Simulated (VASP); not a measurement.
# Li (R-3m) in VASP: further runs

The runs below take Li through single point, with PBE.

All numbers are computed with VASP 6.6.1; they aren't measurements. Logs are shortened: lines on timing, memory, paths and dates and some standing lists are left out, and cuts for length are marked.

### Step 1. The cell of the first run

The structure is trigonal, space group R-3m (No. 166). The conventional cell has a = 2.967 Å, b = 2.967 Å, c = 7.324 Å, α = 90.00°, β = 90.00°, γ = 120.00°. Li (site symmetry -3m) has 12 Li at 2.97 to 2.98 Å within 3.9 Å.

### Step 2. Single point, PBE (volume scaled by 0.92)

The input, INCAR:

```
SYSTEM = Li
PREC     = Accurate       ! precision mode
ENCUT    = 520            ! plane-wave cutoff, eV
EDIFF    = 1E-6           ! SCF threshold, eV
ISMEAR   = -1             ! smearing method
SIGMA    = 0.08           ! smearing width, eV
LREAL    = .False.        ! projectors in reciprocal space
LASPH    = .True.         ! aspherical terms in the spheres
NELM     = 100            ! most SCF steps
ALGO     = Normal         ! electronic algorithm
ISIF     = 2              ! what is computed and relaxed
LWAVE    = .False.        ! write WAVECAR
LCHARG   = .False.        ! write CHGCAR
GGA      = PE             ! functional
NBANDS   = 10             ! bands
```

The input, KPOINTS:

```
regular mesh
0
Gamma
  13 13 13
  0 0 0
```

The input, POSCAR:

```
Li
1.0
    1.4834735485     -0.8564838527      4.8827910641
    0.0000000000      1.7129677050      4.8827910642
   -1.4834735485     -0.8564838527      4.8827910641
Li
2
Direct
    0.2500000000      0.2500000000      0.2500000000
   -0.2500000000     -0.2500000000     -0.2500000000
```

Potentials or basis: VASP PAW PBE potentials, release 64 (Li_sv).

Started as:

```sh
$ cat potpaw_PBE.64/Li_sv/POTCAR > POTCAR
$ mpirun -np 1 vasp_std > vasp.out
```

OUTCAR:

```text
SYSTEM = Li
   PREC = Accurate
   ENCUT = 520
   EDIFF = 1E-6
   ISMEAR = -1
   LREAL = .False.
   LASPH = .True.
   NELM = 100
   ISIF = 2
   GGA = PE

 ion  position               nearest neighbor table
   1  0.250  0.250  0.250-
   2  0.750  0.750  0.750-

  LATTYP: Found a trigonal (rhomboedric) cell.
 ALAT       =     5.1745441282
 COS(alpha) =     0.8356213461

  Lattice vectors:

 A1 = (   1.4834735485,  -0.8564838527,   4.8827910641)
 A2 = (   0.0000000000,   1.7129677050,   4.8827910642)
 A3 = (  -1.4834735485,  -0.8564838527,   4.8827910641)

Analysis of symmetry for initial positions (statically):
=====================================================================
 Subroutine PRICEL returns following result:

  LATTYP: Found a trigonal (rhomboedric) cell.
 ALAT       =     2.9823934185
 COS(alpha) =     0.5051657578

  Lattice vectors:

 A1 = (   0.0000000000,   1.7129677052,  -2.4413955320)
 A2 = (   1.4834735485,  -0.8564838525,  -2.4413955321)
 A3 = (  -1.4834735485,  -0.8564838525,  -2.4413955321)

   2 primitive cells build up your supercell.

 Routine SETGRP: Setting up the symmetry group for a
 trigonal (rhombohedral) supercell.

 Subroutine GETGRP returns: Found 12 space group operations
 (whereof 12 operations were pure point group operations)
 out of a pool of 12 trial point group operations.

The static configuration has the point symmetry D_3d.

Analysis of symmetry for dynamics (positions and initial velocities):
=====================================================================
 Subroutine PRICEL returns following result:

  LATTYP: Found a trigonal (rhomboedric) cell.
 ALAT       =     2.9823934185
 COS(alpha) =     0.5051657578

  Lattice vectors:

 A1 = (   0.0000000000,   1.7129677052,  -2.4413955320)
 A2 = (   1.4834735485,  -0.8564838525,  -2.4413955321)
 A3 = (  -1.4834735485,  -0.8564838525,  -2.4413955321)

   2 primitive cells build up your supercell.

 Routine SETGRP: Setting up the symmetry group for a
 trigonal (rhombohedral) supercell.

 Subroutine GETGRP returns: Found 12 space group operations
 (whereof 12 operations were pure point group operations)
 out of a pool of 12 trial point group operations.

The dynamic configuration has the point symmetry D_3d.

 Subroutine INISYM returns: Found 12 space group operations
 (whereof 12 operations are pure point group operations),
 and found     2 'primitive' translations

----------------------------------------------------------------------------------------

                                     Primitive cell

  volume of cell :      18.6118

  direct lattice vectors                    reciprocal lattice vectors
     0.000000000  1.712967705 -2.441395532    -0.000000000  0.389188112 -0.136533933
     1.483473549 -0.856483853 -2.441395532     0.337046792 -0.194594056 -0.136533933
    -1.483473549 -0.856483853 -2.441395532    -0.337046792 -0.194594056 -0.136533933

  length of vectors
     2.982393419  2.982393419  2.982393419     0.412442603  0.412442603  0.412442603

  position of ions in fractional coordinates (direct lattice)
     0.500000000  0.500000000  0.500000000

  ion indices of the primitive-cell ions
   primitive index   ion index
                 1           1

----------------------------------------------------------------------------------------

 KPOINTS: regular mesh

Automatic generation of k-mesh.
 Grid dimensions read from file:
 generate k-points for:   13   13   13

 Generating k-lattice:

  Cartesian coordinates                     Fractional coordinates (reciprocal lattice)
     0.025926676 -0.014968774  0.005251305     0.076923077 -0.000000000 -0.000000000
     0.000000000  0.029937547  0.005251305    -0.000000000  0.076923077 -0.000000000
    -0.025926676 -0.014968774  0.005251305    -0.000000000 -0.000000000  0.076923077

  Length of vectors
     0.030394620  0.030394620  0.030394620

  Shift w.r.t. Gamma in fractional coordinates (k-lattice)
     0.000000000  0.000000000  0.000000000

 Subroutine IBZKPT returns following result:
 ===========================================

 Found    231 irreducible k-points:

 Following reciprocal coordinates:
            Coordinates               Weight
  0.000000  0.000000  0.000000      1.000000
  0.076923 -0.000000  0.000000      6.000000
  0.153846 -0.000000  0.000000      6.000000
  0.230769 -0.000000  0.000000      6.000000
  0.307692 -0.000000  0.000000      6.000000
  0.384615 -0.000000  0.000000      6.000000
[... 16 lines left out ...]
  0.384615  0.153846  0.000000     12.000000
  0.461538  0.153846  0.000000     12.000000
 [... further k-points ...]
   k-points           NKPTS =    231   k-points in BZ     NKDIM =    231   number of bands    NBANDS=     10
   number of dos      NEDOS =    301   number of ions     NIONS =      2
   total plane-waves  NPLWV =  64000
   dimension x,y,z NGX =    40 NGY =   40 NGZ =   40
   dimension x,y,z NGXF=    80 NGYF=   80 NGZF=   80
   ions per type =               2
   NGX,Y,Z   is equivalent  to a cutoff of  12.85, 12.85, 12.85 a.u.
   NGXF,Y,Z  is equivalent  to a cutoff of  25.70, 25.70, 25.70 a.u.
 SYSTEM =  Li
   PREC   = accura    normal or accurate (medium, high low for compatibility)
   ISTART =      0    job   : 0-new  1-cont  2-samecut
   ICHARG =      2    charge: 1-file 2-atom 10-const
   ISPIN  =      1    spin polarized calculation?
   LNONCOLLINEAR =      F non collinear calculations
   LSORBIT =      F    spin-orbit coupling
   LASPH  =      T    aspherical Exc in radial PAW
   ENCUT  =  520.0 eV  38.22 Ry    6.18 a.u.   9.62  9.62  9.62*2*pi/ulx,y,z
   NELM   =    100;   NELMIN=  2; NELMDL= -5     # of ELM steps
   EDIFF  = 0.1E-05   stopping-criterion for ELM
   LREAL  =      F    real-space projection
   EDIFFG = 0.1E-04   stopping-criterion for IOM
   NSW    =      0    number of steps for IOM
   IBRION =     -1    ionic relax: 0-MD 1-quasi-New 2-CG
   NFREE  =      0    steps in history (QN), initial steepest desc. (CG)
   ISIF   =      2    stress and relaxation
   ISYM   =      2    0-nonsym 1-usesym 2-fastsym
   POTIM  = 0.5000    time-step for ionic-motion
   TEBEG  =    0.0;   TEEND  =   0.0 temperature during run
   PSTRESS=    0.0 pullay stress
   NELECT =       6.0000    total number of electrons
   NUPDOWN=      -1.0000    fix difference up-down
   EMIN   =  10.00;   EMAX   =-10.00  energy-range for DOS
   EFERMI =   0.00;   METHOD = LEGACY
   ISMEAR =    -1;   SIGMA  =   0.08  broadening in eV -4-tet -1-fermi 0-gaus
   EFERMI_NEDOS =   21; number of points for ismear=-14 and -15
   IALGO  =     38    algorithm
   IMIX   =      4    mixing-type and parameters
     AMIX     =   0.40;   BMIX     =  1.00
     AMIX_MAG =   1.60;   BMIX_MAG =  1.00
  volume/ion in A,a.u.               =      18.61       125.60
  Fermi-wavevector in a.u.,A,eV,Ry     =   0.890948  1.683648 10.800151  0.793789
  Thomas-Fermi vector in A             =   2.012705
   LORBIT       =      0    0 simple, 1 ext, 2 COOP (PROOUT), +10 PAW based schemes
   GGA     = PE    functional components
   LHFCALC =     F    Hartree Fock is set to
   AEXX    =    0.0000 exact exchange contribution
   IVDW    =     0    specifies the selected vdW correction
   LEPSILON=     F    determine dielectric tensor
   LRPA    =     F    only Hartree local field effects (RPA)
 non-spin polarized calculation
  energy-cutoff  :      520.00
  volume of cell :       37.22
 maximum number of plane-waves:      1033
   NGX = 19   NGY = 19   NGZ = 19

 number of electron       5.9999997 magnetization

 Free energy of the ion-electron system (eV)
  ---------------------------------------------------
  ext. energy  EPLUGINS =         0.00000000
  ---------------------------------------------------
  free energy    TOTEN  =        -3.80738576 eV

  energy without entropy =       -3.78514221  energy(sigma->0) =       -3.79626398

 E-fermi :   0.8830     XC(G=0):  -7.2553

 val. band max:        0.8771573038   @ k =   0.2308   0.0769   0.0769
 cond. band min:       0.8868300646   @ k =   0.0769  -0.0000   0.0000
 fundamental gap:      0.0096727608
 Fermi energy:         0.8830216093

 k-point     1 :       0.0000    0.0000    0.0000
  band No.  band energies     occupation
      1     -45.5143      2.00000
      2     -45.4896      2.00000
      3      -2.7960      2.00000
      4       0.7730      1.59650
      5       4.0265      0.00000
      6      14.3743      0.00000
      7      14.3743      0.00000
      8      15.9915      0.00000
      9      16.1766      0.00000
     10      16.1766      0.00000

 k-point     2 :       0.0769   -0.0000    0.0000
  band No.  band energies     occupation
      1     -45.5130      2.00000
      2     -45.4889      2.00000
      3      -2.6957      2.00000
      4       0.8868      0.97620
      5       4.0842      0.00000
      6      13.5608      0.00000
      7      13.9399      0.00000
      8      15.2053      0.00000
      9      15.5749      0.00000
     10      16.0559      0.00000

 k-point     3 :       0.1538   -0.0000    0.0000
  band No.  band energies     occupation
      1     -45.5091      2.00000
      2     -45.4873      2.00000
      3      -2.3940      2.00000
      4       1.2232      0.02808
      5       4.2444      0.00000
      6      11.6230      0.00000
      7      13.1116      0.00000
      8      13.3221      0.00000
      9      14.4585      0.00000
     10      16.0189      0.00000

 k-point     4 :       0.2308   -0.0000    0.0000
  band No.  band energies     occupation
      1     -45.5035      2.00000
      2     -45.4852      2.00000
      3      -1.8892      2.00000
      4       1.7637      0.00003
      5       4.4405      0.00000
      6       9.6577      0.00000
      7      11.2948      0.00000
      8      12.3340      0.00000
      9      13.3831      0.00000
     10      15.7367      0.00000

 k-point     5 :       0.3077   -0.0000    0.0000
  band No.  band energies     occupation
      1     -45.4972      2.00000
      2     -45.4833      2.00000
      3      -1.1799      2.00000
      4       2.4534      0.00000
      5       4.4214      0.00000
      6       8.3490      0.00000
      7       9.3878      0.00000
      8      11.7459      0.00000
      9      12.4961      0.00000
     10      14.5020      0.00000

 k-point     6 :       0.3846   -0.0000    0.0000
  band No.  band energies     occupation
      1     -45.4912      2.00000
      2     -45.4826      2.00000
      3      -0.2701      2.00000
      4       2.8799      0.00000
      5       4.1490      0.00000
      6       7.6728      0.00000
      7       8.2517      0.00000
      8      11.3912      0.00000
      9      11.8417      0.00000
     10      12.4727      0.00000
[... 183 lines left out ...]
 k-point    21 :       0.2308    0.1538    0.0000
  band No.  band energies     occupation
      1     -45.5051      2.00000
      2     -45.4864      2.00000
      3      -2.0392      2.00000
      4       1.2266      0.02690
      5       4.8922      0.00000
      6      10.7425      0.00000
      7      11.2489      0.00000
      8      11.9739      0.00000
      9      13.9248      0.00000
     10      15.7384      0.00000

 k-point    22 :       0.3077    0.1538    0.0000
  band No.  band energies     occupation
      1     -45.5001      2.00000
      2     -45.4846      2.00000
      3      -1.5143      2.00000
      4       1.6375      0.00016
      5       5.2690      0.00000
      6       8.9473      0.00000
      7      10.0446      0.00000
      8      11.4231      0.00000
      9      12.3778      0.00000
     10      15.4802      0.00000

 k-point    23 :       0.3846    0.1538    0.0000
  band No.  band energies     occupation
      1     -45.4943      2.00000
      2     -45.4831      2.00000
      3      -0.7810      2.00000
      4       2.1947      0.00000
      5       5.3098      0.00000
      6       7.7521      0.00000
      7       8.8629      0.00000
      8      10.9624      0.00000
      9      11.0642      0.00000
     10      13.9425      0.00000

 k-point    24 :       0.4615    0.1538    0.0000
  band No.  band energies     occupation
      1     -45.4889      2.00000
      2     -45.4826      2.00000
      3       0.1605      1.99976
      4       2.6776      0.00000
      5       4.5703      0.00000
      6       7.6793      0.00000
      7       7.9619      0.00000
      8       9.6938      0.00000
      9      10.9562      0.00000
     10      12.2587      0.00000

 [... further k-points ...]

------------------------ aborting loop because EDIFF is reached ----------------------------------------

  FORCE on cell =-STRESS in cart. coord.  units (eV):
  Direction    XX          YY          ZZ          XY          YZ          ZX
  --------------------------------------------------------------------------------------
  -------------------------------------------------------------------------------------
  Total        0.2888462      0.2888462      0.2958626     -0.0000000      0.0000000      0.0000000
  in kB       12.4325094     12.4325094     12.7345090     -0.0000000      0.0000000      0.0000000
  external PRESSURE =      12.5331759 kB  Pullay stress =       0.0000000 kB

 VOLUME and BASIS-vectors are now :
 -----------------------------------------------------------------------------
  energy-cutoff  :      520.00
  volume of cell :       37.22
      direct lattice vectors                 reciprocal lattice vectors
     1.483473548 -0.856483853  4.882791064     0.337046792 -0.194594056  0.068266966
     0.000000000  1.712967705  4.882791064     0.000000000  0.389188112  0.068266966
    -1.483473548 -0.856483853  4.882791064    -0.337046792 -0.194594056  0.068266966

 POSITION                                       TOTAL-FORCE (eV/Angst)
 -----------------------------------------------------------------------------------
      0.00000     -0.00000      3.66209         0.000000      0.000000     -0.000000
      0.00000     -0.00000     10.98628        -0.000000     -0.000000      0.000000
 -----------------------------------------------------------------------------------
    total drift:                                0.000000      0.000000      0.000000

  FREE ENERGIE OF THE ION-ELECTRON SYSTEM (eV)
  ---------------------------------------------------
  free  energy   TOTEN  =        -3.8073857552 eV

  energy  without entropy=       -3.7851422118  energy(sigma->0) =       -3.79626398
```

Wall time 44 s (1 thread of Intel Xeon 6975P-C (Granite Rapids), shared host); peak memory 0.24 GiB.

What came out:

- Free energy: -3.8074 eV
- Band gap on the k mesh: zero (band 3 reaches 2.50 eV, above the bottom of band 4 at -1.50 eV)

Levels at points of the mesh, in eV from the Fermi level:
| k point | band 1 | band 2 | band 3 | band 4 | band 5 | band 6 | band 7 | band 8 |
| --- | --- | --- | --- | --- | --- | --- | --- | --- |
| (0.00, 0.00, 0.00) | -46.40 | -46.37 | -3.68 | -0.11 | 3.14 | 13.49 | 13.49 | 15.11 |

Caveat: the cell differs from its parent crystal (volume scaled by 0.92); the cutoff is under 1.25 times the usual one of these potentials, so pressure, stress and relaxed cells hold a basis-set (Pulay) error.

### Step 3. Single point, PBE

This run uses another cell than the first one, of 20.23 Å³/atom, 1.087 times its volume.

The input, INCAR:

```
ALGO = Normal
EDIFF = 1E-7
ENCUT = 520
GGA = PE
ISIF = 2
ISMEAR = -1
LASPH = True
LCHARG = False
LREAL = False
LWAVE = False
NBANDS = 10
NELM = 60
PREC = Accurate
SIGMA = 0.08
```

The input, KPOINTS:

```
k-points
0
Gamma
  13 13 13
```

The input, POSCAR:

```
Li
1.0
    1.5252833556     -0.8806227560      5.0204062935
    0.0000000000      1.7612455118      5.0204062935
   -1.5252833556     -0.8806227560      5.0204062935
Li
2
Direct
    0.2499964156      0.2499964156      0.2499964156
   -0.2499964156     -0.2499964156     -0.2499964156
```

Potentials or basis: VASP PAW PBE potentials, release 64 (Li_sv).

Started as:

```sh
$ cat potpaw_PBE.64/Li_sv/POTCAR > POTCAR
$ mpirun -np 1 vasp_std > vasp.out
```

It took 48 s on 1 thread of Intel Xeon 6975P-C (Granite Rapids), shared host; peak memory 0.25 GiB.

It converged, with:

- Free energy: -3.8210 eV
- Band gap on the k mesh: zero (band 3 reaches 2.20 eV, above the bottom of band 4 at -1.67 eV)

Levels at points of the mesh, in eV from the Fermi level:
| k point | band 1 | band 2 | band 3 | band 4 | band 5 | band 6 | band 7 |
| --- | --- | --- | --- | --- | --- | --- | --- |
| (0.00, 0.00, 0.00) | -46.53 | -46.52 | -3.57 | -0.07 | 2.86 | 12.72 | 12.72 |

Caveat: the cutoff is under 1.25 times the usual one of these potentials, so pressure, stress and relaxed cells hold a basis-set (Pulay) error.
